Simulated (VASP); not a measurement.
# SiO2 (P4_2/mnm) in VASP: relaxation of cell and atoms with PBE

Aim: the relaxation of cell and atoms of SiO2 with PBE.

Program: VASP 6.6.1. These are calculated values, not measurements. Logs are shortened: lines on timing, memory, paths and dates and some standing lists are left out, and cuts for length are marked.

## 1. The cell of the first run

The structure is tetragonal, space group P4_2/mnm (No. 136). The conventional cell has a = 4.232 Å, b = 4.232 Å, c = 2.692 Å, α = 90.00°, β = 90.00°, γ = 90.00°. Within 2.4 Å of Si (site symmetry mmm) lie 6 O at 1.77 to 1.84 Å. O (site symmetry m2m) has 3 Si at 1.77 to 1.84 Å and 1 O at 2.31 Å within 2.4 Å.

## 2. Relaxation of cell and atoms, PBE

Contents of INCAR:

```
SYSTEM = SiO2
  PREC = Accurate
  ENCUT = 600
  EDIFF = 1E-7
  ISMEAR = 0
  SIGMA = 0.02
  LREAL = .False.
  LASPH = .True.
  NELM = 80
  ALGO = Normal
  ISIF = 3
  LWAVE = .False.
  LCHARG = .False.
  GGA = PE
  IBRION = 2
  NSW = 100
  EDIFFG = -0.002
```

Contents of KPOINTS:

```
Automatic mesh
0
Gamma
  6 6 8
  0 0 0
```

Contents of POSCAR:

```
SiO2
1.0
    4.2321948766      0.0000000000      0.0000000000
    0.0000000000      4.2321948766      0.0000000000
    0.0000000000      0.0000000000      2.6917479237
Si O
2 4
Direct
    0.0000000000      0.0000000000      0.0000000000
    0.5000000000      0.5000000000      0.5000000000
    0.3069969634      0.3069969634      0.0000000000
    0.1930030366      0.8069969634      0.5000000000
    0.6930030366      0.6930030366      0.0000000000
    0.8069969634      0.1930030366      0.5000000000
```

Potentials or basis: VASP PAW PBE potentials, release 64 (Si, O).

Run with:

```bash
cat potpaw_PBE.64/Si/POTCAR potpaw_PBE.64/O/POTCAR > POTCAR
mpirun -np 1 vasp_std > vasp.out
```

OUTCAR:

```text
SYSTEM = SiO2
   PREC = Accurate
   ENCUT = 600
   EDIFF = 1E-7
   ISMEAR = 0
   LREAL = .False.
   LASPH = .True.
   NELM = 80
   ISIF = 3
   GGA = PE
   IBRION = 2
   NSW = 100
   EDIFFG = -0.002

 ion  position               nearest neighbor table
   1  0.000  0.000  0.000-   4 1.77   6 1.77   4 1.77   6 1.77   5 1.84   3 1.84
   2  0.500  0.500  0.500-   3 1.77   5 1.77   3 1.77   5 1.77   4 1.84   6 1.84
   3  0.307  0.307  0.000-   2 1.77   2 1.77   1 1.84
   4  0.193  0.807  0.500-   1 1.77   1 1.77   2 1.84
   5  0.693  0.693  0.000-   2 1.77   2 1.77   1 1.84
   6  0.807  0.193  0.500-   1 1.77   1 1.77   2 1.84

  LATTYP: Found a simple tetragonal cell.
 ALAT       =     4.2321948766
 C/A-ratio  =     0.6360170082

  Lattice vectors:

 A1 = (   4.2321948766,   0.0000000000,   0.0000000000)
 A2 = (   0.0000000000,   4.2321948766,   0.0000000000)
 A3 = (   0.0000000000,   0.0000000000,   2.6917479237)

Analysis of symmetry for initial positions (statically):
=====================================================================
 Subroutine PRICEL returns:
 Original cell was already a primitive cell.

 Routine SETGRP: Setting up the symmetry group for a
 simple tetragonal supercell.

 Subroutine GETGRP returns: Found 16 space group operations
 (whereof  8 operations were pure point group operations)
 out of a pool of 16 trial point group operations.

The static configuration has the point symmetry D_2h.
 The point group associated with its full space group is D_4h.

Analysis of symmetry for dynamics (positions and initial velocities):
=====================================================================
 Subroutine PRICEL returns:
 Original cell was already a primitive cell.

 Routine SETGRP: Setting up the symmetry group for a
 simple tetragonal supercell.

 Subroutine GETGRP returns: Found 16 space group operations
 (whereof  8 operations were pure point group operations)
 out of a pool of 16 trial point group operations.

The dynamic configuration has the point symmetry D_2h.
 The point group associated with its full space group is D_4h.

 Subroutine INISYM returns: Found 16 space group operations
 (whereof  8 operations are pure point group operations),
 and found     1 'primitive' translations

----------------------------------------------------------------------------------------

                                     Primitive cell

  volume of cell :      48.2132

  direct lattice vectors                    reciprocal lattice vectors
     4.232194877  0.000000000  0.000000000     0.236284016  0.000000000  0.000000000
     0.000000000  4.232194877  0.000000000     0.000000000  0.236284016  0.000000000
     0.000000000  0.000000000  2.691747924     0.000000000  0.000000000  0.371505813

  length of vectors
     4.232194877  4.232194877  2.691747924     0.236284016  0.236284016  0.371505813

  position of ions in fractional coordinates (direct lattice)
     0.000000000  0.000000000  0.000000000
     0.500000000  0.500000000  0.500000000
     0.306996963  0.306996963  0.000000000
     0.193003037  0.806996963  0.500000000
     0.693003037  0.693003037  0.000000000
     0.806996963  0.193003037  0.500000000

  ion indices of the primitive-cell ions
   primitive index   ion index
                 1           1
                 2           2
                 3           3
                 4           4
                 5           5
                 6           6

----------------------------------------------------------------------------------------

 KPOINTS: Automatic mesh

Automatic generation of k-mesh.
 Grid dimensions read from file:
 generate k-points for:    6    6    8

 Generating k-lattice:

  Cartesian coordinates                     Fractional coordinates (reciprocal lattice)
     0.039380669  0.000000000  0.000000000     0.166666667  0.000000000  0.000000000
     0.000000000  0.039380669  0.000000000     0.000000000  0.166666667  0.000000000
     0.000000000  0.000000000  0.046438227     0.000000000  0.000000000  0.125000000

  Length of vectors
     0.039380669  0.039380669  0.046438227

  Shift w.r.t. Gamma in fractional coordinates (k-lattice)
     0.000000000  0.000000000  0.000000000

 Subroutine IBZKPT returns following result:
 ===========================================

 Found     50 irreducible k-points:

 Following reciprocal coordinates:
            Coordinates               Weight
  0.000000  0.000000  0.000000      1.000000
  0.166667  0.000000  0.000000      4.000000
  0.333333  0.000000  0.000000      4.000000
  0.500000  0.000000  0.000000      2.000000
  0.166667  0.166667  0.000000      4.000000
  0.333333  0.166667  0.000000      8.000000
[... 16 lines left out ...]
  0.333333  0.000000  0.250000      8.000000
  0.500000  0.000000  0.250000      4.000000
 [... further k-points ...]
   k-points           NKPTS =     50   k-points in BZ     NKDIM =     50   number of bands    NBANDS=     20
   number of dos      NEDOS =    301   number of ions     NIONS =      6
   total plane-waves  NPLWV =  31104
   dimension x,y,z NGX =    36 NGY =   36 NGZ =   24
   dimension x,y,z NGXF=    72 NGYF=   72 NGZF=   48
   ions per type =               2   4
   NGX,Y,Z   is equivalent  to a cutoff of  14.14, 14.14, 14.82 a.u.
   NGXF,Y,Z  is equivalent  to a cutoff of  28.28, 28.28, 29.65 a.u.
 SYSTEM =  SiO2
   PREC   = accura    normal or accurate (medium, high low for compatibility)
   ISTART =      0    job   : 0-new  1-cont  2-samecut
   ICHARG =      2    charge: 1-file 2-atom 10-const
   ISPIN  =      1    spin polarized calculation?
   LNONCOLLINEAR =      F non collinear calculations
   LSORBIT =      F    spin-orbit coupling
   LASPH  =      T    aspherical Exc in radial PAW
   ENCUT  =  600.0 eV  44.10 Ry    6.64 a.u.   8.45  8.45  5.38*2*pi/ulx,y,z
   NELM   =     80;   NELMIN=  2; NELMDL= -5     # of ELM steps
   EDIFF  = 0.1E-06   stopping-criterion for ELM
   LREAL  =      F    real-space projection
   EDIFFG = -.2E-02   stopping-criterion for IOM
   NSW    =    100    number of steps for IOM
   IBRION =      2    ionic relax: 0-MD 1-quasi-New 2-CG
   NFREE  =      1    steps in history (QN), initial steepest desc. (CG)
   ISIF   =      3    stress and relaxation
   ISYM   =      2    0-nonsym 1-usesym 2-fastsym
   POTIM  = 0.5000    time-step for ionic-motion
   TEBEG  =    0.0;   TEEND  =   0.0 temperature during run
   PSTRESS=    0.0 pullay stress
   NELECT =      32.0000    total number of electrons
   NUPDOWN=      -1.0000    fix difference up-down
   EMIN   =  10.00;   EMAX   =-10.00  energy-range for DOS
   EFERMI =   0.00;   METHOD = LEGACY
   ISMEAR =     0;   SIGMA  =   0.02  broadening in eV -4-tet -1-fermi 0-gaus
   EFERMI_NEDOS =   21; number of points for ismear=-14 and -15
   IALGO  =     38    algorithm
   IMIX   =      4    mixing-type and parameters
     AMIX     =   0.40;   BMIX     =  1.00
     AMIX_MAG =   1.60;   BMIX_MAG =  1.00
  volume/ion in A,a.u.               =       8.04        54.23
  Fermi-wavevector in a.u.,A,eV,Ry     =   1.428026  2.698579 27.745811  2.039260
  Thomas-Fermi vector in A             =   2.548133
   LORBIT       =      0    0 simple, 1 ext, 2 COOP (PROOUT), +10 PAW based schemes
   GGA     = PE    functional components
   LHFCALC =     F    Hartree Fock is set to
   AEXX    =    0.0000 exact exchange contribution
   IVDW    =     0    specifies the selected vdW correction
   LEPSILON=     F    determine dielectric tensor
   LRPA    =     F    only Hartree local field effects (RPA)
 conjugate gradient relaxation of ions
 non-spin polarized calculation
 Gauss-broadening in eV      SIGMA  =   0.02
  energy-cutoff  :      600.00
  volume of cell :       48.21
 maximum number of plane-waves:      1634
 NGX is ok and might be reduce to    36
   NGX = 17   NGY = 17   NGZ = 11

--------------------------------------- Ionic step        1  -------------------------------------------

 number of electron      32.0000006 magnetization

 Free energy of the ion-electron system (eV)
  ---------------------------------------------------
  ext. energy  EPLUGINS =         0.00000000
  ---------------------------------------------------
  free energy    TOTEN  =       -46.33087745 eV

  energy without entropy =      -46.33087745  energy(sigma->0) =      -46.33087745

------------------------ aborting loop because EDIFF is reached ----------------------------------------

  FORCE on cell =-STRESS in cart. coord.  units (eV):
  Direction    XX          YY          ZZ          XY          YZ          ZX
  --------------------------------------------------------------------------------------
  -------------------------------------------------------------------------------------
  Total        0.0203505      0.0203505      0.0398714      0.0000000      0.0000000      0.0000000
  in kB        0.6762690      0.6762690      1.3249704      0.0000000      0.0000000      0.0000000
  external PRESSURE =       0.8925028 kB  Pullay stress =       0.0000000 kB
[... 185 lines left out ...]
  energy  without entropy=      -46.3309912849  energy(sigma->0) =      -46.33099128

--------------------------------------- Ionic step        6  -------------------------------------------

 number of electron      32.0000007 magnetization

 Free energy of the ion-electron system (eV)
  ---------------------------------------------------
  ext. energy  EPLUGINS =         0.00000000
  ---------------------------------------------------
  free energy    TOTEN  =       -46.33099413 eV

  energy without entropy =      -46.33099413  energy(sigma->0) =      -46.33099413

 E-fermi :   7.8436     XC(G=0): -12.0894

 val. band max:        7.7572634192   @ k =   0.0000   0.0000   0.0000
 cond. band min:      12.7936814055   @ k =   0.0000   0.0000   0.0000
 fundamental gap:      5.0364179863
 Fermi energy:         7.8435546794

 k-point     1 :       0.0000    0.0000    0.0000
  band No.  band energies     occupation
      1     -14.4682      2.00000
      2     -11.0011      2.00000
      3     -11.0011      2.00000
      4     -10.8256      2.00000
      5      -2.8752      2.00000
      6       1.5176      2.00000
[... 12 lines left out ...]
     19      16.0297      0.00000
[... 513 lines left out ...]
      4     -10.3786      2.00000
      5      -0.7562      2.00000
      6      -0.7562      2.00000
[... 12 lines left out ...]
     19      18.0034      0.00000
     20      18.0034      0.00000

 [... further k-points ...]

------------------------ aborting loop because EDIFF is reached ----------------------------------------

  FORCE on cell =-STRESS in cart. coord.  units (eV):
  Direction    XX          YY          ZZ          XY          YZ          ZX
  --------------------------------------------------------------------------------------
  -------------------------------------------------------------------------------------
  Total       -0.0011748     -0.0011748     -0.0029153      0.0000000      0.0000000      0.0000000
  in kB       -0.0390494     -0.0390494     -0.0969052      0.0000000      0.0000000      0.0000000
  external PRESSURE =      -0.0583346 kB  Pullay stress =       0.0000000 kB
[... 21 lines left out ...]
  FREE ENERGIE OF THE ION-ELECTRON SYSTEM (eV)
  ---------------------------------------------------
  free  energy   TOTEN  =       -46.3309941254 eV

  energy  without entropy=      -46.3309941254  energy(sigma->0) =      -46.33099413

 reached required accuracy - stopping structural energy minimisation
```

It took 87 s on 1 thread of AMD EPYC 9R45 (Zen 5), shared host; peak memory 0.17 GiB.

Results:

| Property | Result |
| --- | --- |
| Free energy | -46.3310 eV |
| Relaxed volume | 8.03 Å³/atom |
| Relaxed cell | a = 4.231 Å, b = 4.231 Å, c = 2.693 Å, α = 90.00°, β = 90.00°, γ = 90.00° |
| Space group after relaxing (to 0.1 Å) | P4_2/mnm (No. 136) |
| Energy gained by relaxing | 0.0 meV/atom |
| Ionic steps | 6 |
| Pressure after relaxing | 0.0 GPa |
| Band gap on the k mesh | 5.04 eV |

Step by step:
| step | energy change (eV) | largest force (eV/Å) | pressure (GPa) | volume (Å³) |
| --- | --- | --- | --- | --- |
| 1 | 0.0000 | 0.0394 | 0.09 | 48.21 |
| 2 | 0.0000 | 0.0221 | -0.29 | 48.24 |
| 3 | -0.0001 | 0.0035 | -0.13 | 48.23 |
| 4 | -0.0001 | 0.0015 | 0.05 | 48.19 |
| 5 | -0.0001 | 0.0007 | 0.03 | 48.20 |
| 6 | -0.0001 | 0.0001 | -0.01 | 48.20 |

Final structure:
```
Si O
1.0
     4.23088    0.00000    0.00000
     0.00000    4.23088    0.00000
     0.00000    0.00000    2.69271
Si O
2 4
Cartesian
  0.0000 4.2309 0.0000
  2.1154 2.1154 1.3464
  1.2978 1.2978 0.0000
  0.8176 3.4132 1.3464
  2.9331 2.9331 2.6927
  3.4132 0.8176 1.3464
```

Levels at points of the mesh, in eV from the valence-band top:
| k point | band 12 | band 13 | band 14 | band 15 | band 16 | band 17 | band 18 | band 19 | band 20 |
| --- | --- | --- | --- | --- | --- | --- | --- | --- | --- |
| (0.00, 0.00, 0.00) | -3.03 | -2.50 | -0.85 | -0.85 | 0.00 | 5.04 | 6.59 | 8.27 | 8.27 |
| (0.50, 0.00, 0.00) | -3.71 | -2.62 | -2.62 | -1.04 | -1.04 | 7.30 | 7.30 | 8.87 | 8.87 |
| (0.50, 0.50, 0.00) | -3.15 | -2.55 | -2.55 | -2.17 | -2.17 | 7.02 | 7.02 | 9.77 | 9.77 |
| (0.00, 0.00, 0.50) | -4.48 | -2.89 | -2.89 | -2.57 | -2.57 | 8.65 | 8.65 | 12.25 | 12.25 |
| (0.50, 0.00, 0.50) | -3.81 | -2.21 | -2.21 | -1.67 | -1.67 | 8.44 | 8.44 | 9.46 | 9.46 |
| (0.50, 0.50, 0.50) | -4.35 | -1.72 | -1.72 | -1.47 | -1.47 | 6.81 | 6.81 | 10.72 | 10.72 |
